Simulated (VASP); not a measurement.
# GaN (P6_3mc) in VASP: a series of runs, part 3 of 3

VASP 6.6.1.

## 4. Vibrations by perturbation theory, PBEsol

This run uses another cell than the first one, of 11.49 Å³/atom.

INCAR

```
SYSTEM = GaN
PREC     = Accurate       ! precision mode
ENCUT    = 520            ! plane-wave cutoff, eV
EDIFF    = 1E-8           ! SCF threshold, eV
ISMEAR   = 0              ! smearing method
SIGMA    = 0.01           ! smearing width, eV
LREAL    = .FALSE.        ! projectors in reciprocal space
LASPH    = .TRUE.         ! aspherical terms in the spheres
NELM     = 80             ! most SCF steps
ALGO     = Normal         ! electronic algorithm
ISIF     = 2              ! what is computed and relaxed
LWAVE    = .FALSE.        ! write WAVECAR
LCHARG   = .FALSE.        ! write CHGCAR
GGA      = PS             ! functional
IBRION   = 8              ! ionic algorithm
NSW      = 1              ! ionic steps
```

KPOINTS

```
Automatic mesh
0
G
  8 8 4
  0 0 0
```

POSCAR

```
GaN
1.0
    3.1939374328      0.0000000000      0.0000000000
   -1.5969687164      2.7660309549      0.0000000000
    0.0000000000      0.0000000000      5.2034256327
Ga N
2 2
Direct
    0.3333333333      0.6666666667     -0.0008261308
    0.6666666667      0.3333333333      0.4991738692
    0.3333333333      0.6666666667      0.3758261308
    0.6666666667      0.3333333333      0.8758261308
```

Potentials or basis: VASP PAW PBE potentials, release 64 (Ga_d, N).

Launch:

```bash
> cat potpaw_PBE.64/Ga_d/POTCAR potpaw_PBE.64/N/POTCAR > POTCAR
> mpirun -np 1 vasp_std > vasp.out
```

OUTCAR:

```text
SYSTEM = GaN
   PREC = Accurate
   ENCUT = 520
   EDIFF = 1E-8
   ISMEAR = 0
   LREAL = .FALSE.
   LASPH = .TRUE.
   NELM = 80
   ISIF = 2
   GGA = PS
   IBRION = 8
   NSW = 1

 ion  position               nearest neighbor table
   1  0.333  0.667  0.999-   4 1.95   4 1.95   4 1.95   3 1.96
   2  0.667  0.333  0.499-   3 1.95   3 1.95   3 1.95   4 1.96
   3  0.333  0.667  0.376-   2 1.95   2 1.95   2 1.95   1 1.96
   4  0.667  0.333  0.876-   1 1.95   1 1.95   1 1.95   2 1.96

  LATTYP: Found a hexagonal cell.
 ALAT       =     3.1939374328
 C/A-ratio  =     1.6291570333

  Lattice vectors:

 A1 = (   3.1939374328,   0.0000000000,   0.0000000000)
 A2 = (  -1.5969687164,   2.7660309549,   0.0000000000)
 A3 = (   0.0000000000,   0.0000000000,   5.2034256327)

Analysis of symmetry for initial positions (statically):
=====================================================================
 Subroutine PRICEL returns:
 Original cell was already a primitive cell.

 Routine SETGRP: Setting up the symmetry group for a
 hexagonal supercell.

 Subroutine GETGRP returns: Found 12 space group operations
 (whereof  6 operations were pure point group operations)
 out of a pool of 24 trial point group operations.

The static configuration has the point symmetry C_3v.
 The point group associated with its full space group is C_6v.

Analysis of symmetry for dynamics (positions and initial velocities):
=====================================================================
 Subroutine PRICEL returns:
 Original cell was already a primitive cell.

 Routine SETGRP: Setting up the symmetry group for a
 hexagonal supercell.

 Subroutine GETGRP returns: Found 12 space group operations
 (whereof  6 operations were pure point group operations)
 out of a pool of 24 trial point group operations.

The dynamic configuration has the point symmetry C_3v.
 The point group associated with its full space group is C_6v.

 Subroutine INISYM returns: Found 12 space group operations
 (whereof  6 operations are pure point group operations),
 and found     1 'primitive' translations

----------------------------------------------------------------------------------------

                                     Primitive cell

  volume of cell :      45.9698

[... 760 lines left out ...]
  external PRESSURE =     -21.6793683 kB  Pullay stress =       0.0000000 kB

 VOLUME and BASIS-vectors are now :
 -----------------------------------------------------------------------------
  energy-cutoff  :      520.00
  volume of cell :       45.97
      direct lattice vectors                 reciprocal lattice vectors
     3.193937433  0.000000000  0.000000000     0.313093171  0.180764427  0.000000000
    -1.596968716  2.766030955  0.000000000     0.000000000  0.361528854  0.000000000
     0.000000000  0.000000000  5.203425633     0.000000000  0.000000000  0.192181088

 POSITION                                       TOTAL-FORCE (eV/Angst)
 -----------------------------------------------------------------------------------
     -0.00000      1.84402      5.19913         0.000000     -0.000000     -0.000864
      1.59697      0.92201      2.59741         0.000000      0.000000     -0.000864
     -0.00000      1.84402      1.95558         0.000000     -0.000000      0.000864
      1.59697      0.92201      4.55730        -0.000000      0.000000      0.000864
 -----------------------------------------------------------------------------------
    total drift:                               -0.000001     -0.000001     -0.000981

  FREE ENERGIE OF THE ION-ELECTRON SYSTEM (eV)
  ---------------------------------------------------
  free  energy   TOTEN  =       -26.2646881920 eV

  energy  without entropy=      -26.2646881920  energy(sigma->0) =      -26.26468819

[... ionic steps 2 to 9 ...]

--------------------------------------- Ionic step       10  -------------------------------------------

------------------------ aborting loop because EDIFF is reached ----------------------------------------

[... ionic steps 11 to 11 ...]

--------------------------------------- Ionic step       12  -------------------------------------------

 Free energy of the ion-electron system (eV)
  ---------------------------------------------------
  ---------------------------------------------------
  free energy    TOTEN  =        -0.24650763 eV

  energy without entropy =       -0.24650763

------------------------ aborting loop because EDIFF is reached ----------------------------------------

 INTERNAL STRAIN TENSOR  FOR ION    3  DIRECTION 3   (eV/Angst):
 -----------------------------------------------------------------------------
     4.78728 -0.00000  0.00000
     0.00000  4.78728  0.00000
     0.00000  0.00000 -9.00430

 INTERNAL STRAIN TENSOR FOR ION    4 for displacements in x,y,z  (eV/Angst):
          X           Y           Z          XY          YZ          ZX
  --------------------------------------------------------------------------------
  x     0.00000     0.00000     0.00000     8.69712     0.00000     4.78838
  y     8.69712    -8.69712     0.00000    -0.00000     5.08841     0.00000
  z     4.78728     4.78728    -9.00430     0.00000     0.00000     0.00000

 SECOND DERIVATIVES (NOT SYMMETRIZED)
 ------------------------------------
               1X          1Y          1Z          2X          2Y          2Z          3X          3Y          3Z          4X          4Y          4Z
  1X   -12.505028    0.000000   -0.000000    0.375773    0.000000    0.000000    1.034069    0.000000    0.000000   11.095185    0.000000   -0.000000
  1Y     0.000000  -12.505028    0.000000    0.000000    0.375773    0.000000   -0.000000    1.034069    0.000000   -0.000000   11.095185    0.000000
  1Z     0.000000    0.000000  -19.108586    0.000000   -0.000000    8.010490    0.000000    0.000000    6.377039    0.000000   -0.000000    4.721057
  2X     0.375773    0.000000    0.000000  -12.505028    0.000000    0.000000   11.095185    0.000000    0.000000    1.034069    0.000000   -0.000000
  2Y     0.000000    0.375773    0.000000   -0.000000  -12.505028    0.000000    0.000000   11.095185    0.000000   -0.000000    1.034069   -0.000000
  2Z     0.000000    0.000000    8.010490   -0.000000    0.000000  -19.108586    0.000000    0.000000    4.721057    0.000000    0.000000    6.377039
  3X     1.062302    0.000000    0.000000   11.122215    0.000000    0.000000  -12.811613    0.000000   -0.000000    0.627095    0.000000   -0.000000
  3Y     0.000000    1.062302    0.000000   -0.000000   11.122215    0.000000    0.000000  -12.811613    0.000000   -0.000000    0.627095    0.000000
  3Z     0.000000   -0.000000    6.376262    0.000000   -0.000000    4.766358    0.000000   -0.000000  -17.047918    0.000000    0.000000    5.905298
  4X    11.122215   -0.000000    0.000000    1.062302   -0.000000    0.000000    0.627095    0.000000    0.000000  -12.811613    0.000000   -0.000000
  4Y     0.000000   11.122215   -0.000000    0.000000    1.062302    0.000000   -0.000000    0.627095   -0.000000    0.000000  -12.811613    0.000000
  4Z     0.000000    0.000000    4.766358    0.000000    0.000000    6.376262   -0.000000   -0.000000    5.905298   -0.000000    0.000000  -17.047918

 Eigenvectors and eigenvalues of the dynamical matrix
 ----------------------------------------------------

   1 f  =   20.030031 THz   125.852395 2PiTHz  668.129908 cm-1    82.837514 meV
             X         Y         Z           dx          dy          dz
     -0.000000  1.844021  5.199127    -0.000000   -0.000000    0.029477
      1.596969  0.922010  2.597414    -0.000000   -0.000000   -0.029477
     -0.000000  1.844021  1.955583    -0.000000   -0.000000   -0.706492
      1.596969  0.922010  4.557296     0.000000    0.000000    0.706492
[... 71 lines left out ...]
  12 f/i=    0.013530 THz     0.085010 2PiTHz    0.451305 cm-1     0.055955 meV
             X         Y         Z           dx          dy          dz
     -0.000000  1.844021  5.199127    -0.427871   -0.483351   -0.000000
      1.596969  0.922010  2.597414    -0.427871   -0.483351   -0.000000
     -0.000000  1.844021  1.955583    -0.191301   -0.216106   -0.000000
      1.596969  0.922010  4.557296    -0.191301   -0.216106   -0.000000

--------------------------------------------------------------------------------------------------------

 ELASTIC MODULI CONTR FROM IONIC RELAXATION (kBar)
 Direction    XX          YY          ZZ          XY          YZ          ZX
 --------------------------------------------------------------------------------
 XX        -537.8036    250.4807    269.7379      0.0000      0.0000      0.0000
 YY         250.4807   -537.8036    269.7379     -0.0000      0.0000     -0.0000
 ZZ         269.7379    269.7379   -506.4584     -0.0000     -0.0000     -0.0000
 XY           0.0000     -0.0000     -0.0000   -394.1421      0.0000     -0.0000
 YZ           0.0000     -0.0000     -0.0000      0.0000   -124.8930     -0.0000
 ZX           0.0000     -0.0000     -0.0000     -0.0000     -0.0000   -136.0964
 --------------------------------------------------------------------------------
```

Wall time 17 min (1 thread of Intel Xeon 8259CL, shared host); peak memory 0.43 GiB.

Results:

- Highest phonon frequency at Γ, LO-TO splitting left out: 668 cm⁻¹

Phonon frequencies in cm⁻¹ (negative: imaginary):
```
              q point                                frequencies
(0.000, 0.000, 0.000)  0 0 0 136 136 324 510 533 533 541 541 668
```

Caveat: the cell stands under pressure or tension, which shifts response properties; the PAW data sets were made with another functional, which shifts forces and pressure a little.
